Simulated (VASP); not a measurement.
# Sb (Fm-3m) in VASP: relaxation of cell and atoms with r2SCAN

Aim: the relaxation of cell and atoms of Sb with r2SCAN.

Program: VASP 6.6.1. These are calculated values, not measurements. Logs are shortened: lines on timing, memory, paths and dates and some standing lists are left out, and cuts for length are marked.

## (1) The cell of the first run

It takes space group Fm-3m (No. 225, cubic). Conventional cell: a = 4.940 Å, b = 4.940 Å, c = 4.940 Å, α = 90.00°, β = 90.00°, γ = 90.00°. Sb (site symmetry m-3m) has 12 Sb at 3.49 Å within 4.6 Å.

This isn't the form of Sb at room conditions, which is rhombohedral.

## (2) Relaxation of cell and atoms, r2SCAN

POSCAR reads:

```
Sb
1.0
    0.0000000000      2.4700000000      2.4700000000
    2.4700000000      0.0000000000      2.4700000000
    2.4700000000      2.4700000000      0.0000000000
Sb
1
Direct
    0.0000000000      0.0000000000      0.0000000000
```

INCAR.step1 reads:

```
SYSTEM = Sb
PREC = Accurate ; ENCUT = 550
ISMEAR = -1 ; SIGMA = 0.1
LREAL = .False. ; LASPH = .True.
NELM = 120 ; GGA = PE
ALGO = Normal ; EDIFF = 1E-5
LWAVE = .True. ; LCHARG = .False.
GGA_COMPAT = .False. ; IBRION = 2
ISIF = 3 ; EDIFFG = -0.005
NELMIN = 4 ; NSW = 100
```

INCAR.step2 reads:

```
SYSTEM = Sb
PREC = Accurate ; ENCUT = 550
EDIFF = 1E-7 ; ISMEAR = -1
SIGMA = 0.1 ; LREAL = .False.
LASPH = .True. ; NELM = 120
ALGO = Normal ; ISIF = 3
LWAVE = .False. ; LCHARG = .False.
METAGGA = R2SCAN ; LMIXTAU = .True.
IBRION = 2 ; NSW = 80
EDIFFG = -0.01 ; ISTART = 1
GGA_COMPAT = .False. ; NELMIN = 4
```

KPOINTS reads:

```
regular mesh
0
Gamma
  8 8 8
  0 0 0
```

Potentials or basis: VASP PAW PBE potentials, release 64 (Sb).

On the command line:

```console
> cat potpaw_PBE.64/Sb/POTCAR > POTCAR
> cp INCAR.step1 INCAR
> mpirun -np 1 vasp_std > vasp.out
> cp INCAR.step2 INCAR
> mpirun -np 1 vasp_std > vasp.out
```

OUTCAR:

```text
SYSTEM = Sb
   PREC = Accurate
   ENCUT = 550
   EDIFF = 1E-7
   ISMEAR = -1
   LREAL = .False.
   LASPH = .True.
   NELM = 120
   ISIF = 3
   METAGGA = R2SCAN
   IBRION = 2
   NSW = 80
   EDIFFG = -0.01
   ISTART = 1
   NELMIN = 4

 ion  position               nearest neighbor table
   1  0.000  0.000  0.000-

  LATTYP: Found a face centered cubic cell.
 ALAT       =     4.9400000000

  Lattice vectors:

 A1 = (   0.0000000000,   2.4700000000,   2.4700000000)
 A2 = (   2.4700000000,   0.0000000000,   2.4700000000)
 A3 = (   2.4700000000,   2.4700000000,   0.0000000000)

Analysis of symmetry for initial positions (statically):
=====================================================================
 Subroutine PRICEL returns:
 Original cell was already a primitive cell.

 Routine SETGRP: Setting up the symmetry group for a
 face centered cubic supercell.

 Subroutine GETGRP returns: Found 48 space group operations
 (whereof 48 operations were pure point group operations)
 out of a pool of 48 trial point group operations.

The static configuration has the point symmetry O_h .

Analysis of symmetry for dynamics (positions and initial velocities):
=====================================================================
 Subroutine PRICEL returns:
 Original cell was already a primitive cell.

 Routine SETGRP: Setting up the symmetry group for a
 face centered cubic supercell.

 Subroutine GETGRP returns: Found 48 space group operations
 (whereof 48 operations were pure point group operations)
 out of a pool of 48 trial point group operations.

The dynamic configuration has the point symmetry O_h .

 Subroutine INISYM returns: Found 48 space group operations
 (whereof 48 operations are pure point group operations),
 and found     1 'primitive' translations

----------------------------------------------------------------------------------------

                                     Primitive cell

  volume of cell :      30.1384

  direct lattice vectors                    reciprocal lattice vectors
     0.000000000  2.470000000  2.470000000    -0.202429150  0.202429150  0.202429150
     2.470000000  0.000000000  2.470000000     0.202429150 -0.202429150  0.202429150
     2.470000000  2.470000000  0.000000000     0.202429150  0.202429150 -0.202429150

  length of vectors
     3.493107499  3.493107499  3.493107499     0.350617572  0.350617572  0.350617572

  position of ions in fractional coordinates (direct lattice)
     0.000000000  0.000000000  0.000000000

  ion indices of the primitive-cell ions
   primitive index   ion index
                 1           1

----------------------------------------------------------------------------------------

 KPOINTS: regular mesh

Automatic generation of k-mesh.
 Grid dimensions read from file:
 generate k-points for:    8    8    8

 Generating k-lattice:

  Cartesian coordinates                     Fractional coordinates (reciprocal lattice)
    -0.025303644  0.025303644  0.025303644     0.125000000  0.000000000  0.000000000
     0.025303644 -0.025303644  0.025303644     0.000000000  0.125000000  0.000000000
     0.025303644  0.025303644 -0.025303644     0.000000000  0.000000000  0.125000000

  Length of vectors
     0.043827197  0.043827197  0.043827197

  Shift w.r.t. Gamma in fractional coordinates (k-lattice)
     0.000000000  0.000000000  0.000000000

 Subroutine IBZKPT returns following result:
 ===========================================

 Found     29 irreducible k-points:

 Following reciprocal coordinates:
            Coordinates               Weight
  0.000000  0.000000  0.000000      1.000000
  0.125000  0.000000  0.000000      8.000000
  0.250000  0.000000  0.000000      8.000000
  0.375000  0.000000  0.000000      8.000000
  0.500000  0.000000  0.000000      4.000000
  0.125000  0.125000  0.000000      6.000000
[... 16 lines left out ...]
  0.500000  0.250000  0.125000     48.000000
 -0.375000  0.250000  0.125000     24.000000
 [... further k-points ...]
   k-points           NKPTS =     29   k-points in BZ     NKDIM =     29   number of bands    NBANDS=      6
   number of dos      NEDOS =    301   number of ions     NIONS =      1
   total plane-waves  NPLWV =  21952
   dimension x,y,z NGX =    28 NGY =   28 NGZ =   28
   dimension x,y,z NGXF=    56 NGYF=   56 NGZF=   56
   ions per type =               1
   NGX,Y,Z   is equivalent  to a cutoff of  13.33, 13.33, 13.33 a.u.
   NGXF,Y,Z  is equivalent  to a cutoff of  26.65, 26.65, 26.65 a.u.
 SYSTEM =  Sb
   PREC   = accura    normal or accurate (medium, high low for compatibility)
   ISTART =      1    job   : 0-new  1-cont  2-samecut
   ICHARG =      0    charge: 1-file 2-atom 10-const
   ISPIN  =      1    spin polarized calculation?
   LNONCOLLINEAR =      F non collinear calculations
   LSORBIT =      F    spin-orbit coupling
   LASPH  =      T    aspherical Exc in radial PAW
   ENCUT  =  550.0 eV  40.42 Ry    6.36 a.u.   6.68  6.68  6.68*2*pi/ulx,y,z
   NELM   =    120;   NELMIN=  4; NELMDL=  0     # of ELM steps
   EDIFF  = 0.1E-06   stopping-criterion for ELM
   LREAL  =      F    real-space projection
   EDIFFG = -.1E-01   stopping-criterion for IOM
   NSW    =     80    number of steps for IOM
   IBRION =      2    ionic relax: 0-MD 1-quasi-New 2-CG
   NFREE  =      1    steps in history (QN), initial steepest desc. (CG)
   ISIF   =      3    stress and relaxation
   ISYM   =      2    0-nonsym 1-usesym 2-fastsym
   POTIM  = 0.5000    time-step for ionic-motion
   TEBEG  =    0.0;   TEEND  =   0.0 temperature during run
   PSTRESS=    0.0 pullay stress
   NELECT =       5.0000    total number of electrons
   NUPDOWN=      -1.0000    fix difference up-down
   EMIN   =  10.00;   EMAX   =-10.00  energy-range for DOS
   EFERMI =   0.00;   METHOD = LEGACY
   ISMEAR =    -1;   SIGMA  =   0.10  broadening in eV -4-tet -1-fermi 0-gaus
   EFERMI_NEDOS =   21; number of points for ismear=-14 and -15
   IALGO  =     38    algorithm
   IMIX   =      4    mixing-type and parameters
     AMIX     =   0.40;   BMIX     =  1.00
     AMIX_MAG =   1.60;   BMIX_MAG =  1.00
  volume/ion in A,a.u.               =      30.14       203.38
  Fermi-wavevector in a.u.,A,eV,Ry     =   0.899548  1.699900 11.009663  0.809187
  Thomas-Fermi vector in A             =   2.022396
   LORBIT       =      0    0 simple, 1 ext, 2 COOP (PROOUT), +10 PAW based schemes
   METAGGA = R2SCAN    functional components
   LHFCALC =     F    Hartree Fock is set to
   AEXX    =    0.0000 exact exchange contribution
   IVDW    =     0    specifies the selected vdW correction
   LEPSILON=     F    determine dielectric tensor
   LRPA    =     F    only Hartree local field effects (RPA)
 conjugate gradient relaxation of ions
 non-spin polarized calculation
  energy-cutoff  :      550.00
  volume of cell :       30.14
 maximum number of plane-waves:       903
   NGX = 13   NGY = 13   NGZ = 13

--------------------------------------- Ionic step        1  -------------------------------------------

 number of electron       5.0000000 magnetization

 Free energy of the ion-electron system (eV)
  ---------------------------------------------------
  ext. energy  EPLUGINS =         0.00000000
  ---------------------------------------------------
  free energy    TOTEN  =       -25.19007012 eV

  energy without entropy =      -25.16811451  energy(sigma->0) =      -25.17909232

------------------------ aborting loop because EDIFF is reached ----------------------------------------

  FORCE on cell =-STRESS in cart. coord.  units (eV):
  Direction    XX          YY          ZZ          XY          YZ          ZX
  --------------------------------------------------------------------------------------
  -------------------------------------------------------------------------------------
  Total       -0.9388608     -0.9388608     -0.9388608     -0.0000000      0.0000000     -0.0000000
  in kB      -49.9103872    -49.9103872    -49.9103872     -0.0000000      0.0000000     -0.0000000
  external PRESSURE =     -49.9103872 kB  Pullay stress =       0.0000000 kB
[... 160 lines left out ...]
  energy  without entropy=      -25.2130383128  energy(sigma->0) =      -25.22531352

--------------------------------------- Ionic step        6  -------------------------------------------

 number of electron       5.0000000 magnetization

 Free energy of the ion-electron system (eV)
  ---------------------------------------------------
  ext. energy  EPLUGINS =         0.00000000
  ---------------------------------------------------
  free energy    TOTEN  =       -25.23759521 eV

  energy without entropy =      -25.21299517  energy(sigma->0) =      -25.22529519

 E-fermi :   8.1722     XC(G=0): -10.7511

 val. band max:        7.9903926416   @ k =   0.5000   0.2500   0.1250
 cond. band min:       8.1971180232   @ k =  -0.3750   0.3750   0.1250
 fundamental gap:      0.2067253817
 Fermi energy:         8.1721696956

 k-point     1 :       0.0000    0.0000    0.0000
  band No.  band energies     occupation
      1      -5.1840      2.00000
      2      13.7821      0.00000
      3      13.7821      0.00000
      4      13.7821      0.00000
      5      18.6394      0.00000
      6      18.6394      0.00000

 k-point     2 :       0.1250    0.0000    0.0000
  band No.  band energies     occupation
      1      -4.8612      2.00000
      2      11.3165      0.00000
      3      13.3929      0.00000
      4      13.3929      0.00000
      5      17.5570      0.00000
      6      19.2464      0.00000
[... 190 lines left out ...]
 k-point    24 :      -0.3750    0.2500    0.1250
  band No.  band energies     occupation
      1      -0.5174      2.00000
      2       3.0944      2.00000
      3       7.9212      1.84961
      4       9.8021      0.00000
      5      16.3969      0.00000
      6      18.0862      0.00000

 [... further k-points ...]

------------------------ aborting loop because EDIFF is reached ----------------------------------------

  FORCE on cell =-STRESS in cart. coord.  units (eV):
  Direction    XX          YY          ZZ          XY          YZ          ZX
  --------------------------------------------------------------------------------------
  -------------------------------------------------------------------------------------
  Total        0.0011934      0.0011934      0.0011934     -0.0000000     -0.0000000     -0.0000000
  in kB        0.0699138      0.0699138      0.0699138     -0.0000000     -0.0000000     -0.0000000
  external PRESSURE =       0.0699138 kB  Pullay stress =       0.0000000 kB
[... 16 lines left out ...]
  FREE ENERGIE OF THE ION-ELECTRON SYSTEM (eV)
  ---------------------------------------------------
  free  energy   TOTEN  =       -25.2375952085 eV

  energy  without entropy=      -25.2129951699  energy(sigma->0) =      -25.22529519

 reached required accuracy - stopping structural energy minimisation
```

Wall time 68 s (1 thread of Intel Xeon 6975P-C (Granite Rapids), shared host); peak memory 0.17 GiB.

What came out:

- Free energy: -25.2376 eV
- Relaxed volume: 27.35 Å³/atom
- Relaxed cell: a = 3.382 Å, b = 3.382 Å, c = 3.382 Å, α = 60.00°, β = 60.00°, γ = 60.00°
- Space group after relaxing (to 0.1 Å): Fm-3m (No. 225)
- Energy gained by relaxing: 47.5 meV/atom
- Ionic steps: 6
- Pressure after relaxing: 0.0 GPa
- Band gap on the k mesh: zero (an odd number of electrons rules out a gap without spin polarisation)

Step by step:
| step | energy change (eV) | largest force (eV/Å) | pressure (GPa) | volume (Å³) |
| --- | --- | --- | --- | --- |
| 1 | 0.0000 | 0.0000 | -4.99 | 30.14 |
| 2 | -0.0376 | 0.0000 | 2.94 | 26.23 |
| 3 | -0.0475 | 0.0000 | -0.11 | 27.35 |
| 4 | -0.0475 | 0.0000 | 0.13 | 27.29 |
| 5 | -0.0475 | 0.0000 | -0.07 | 27.38 |
| 6 | -0.0475 | 0.0000 | 0.01 | 27.35 |

Final structure:
```xyz
1
Lattice="0.0000 2.3913 2.3913 2.3913 0.0000 2.3913 2.3913 2.3913 0.0000" Properties=species:S:1:pos:R:3 pbc="T T T"
Sb    2.3913    2.3913    0.0000
```

Caveat: the PAW data sets were made with another functional, which shifts forces and pressure a little; spin-orbit coupling is left out, which moves the levels of the heavy elements.
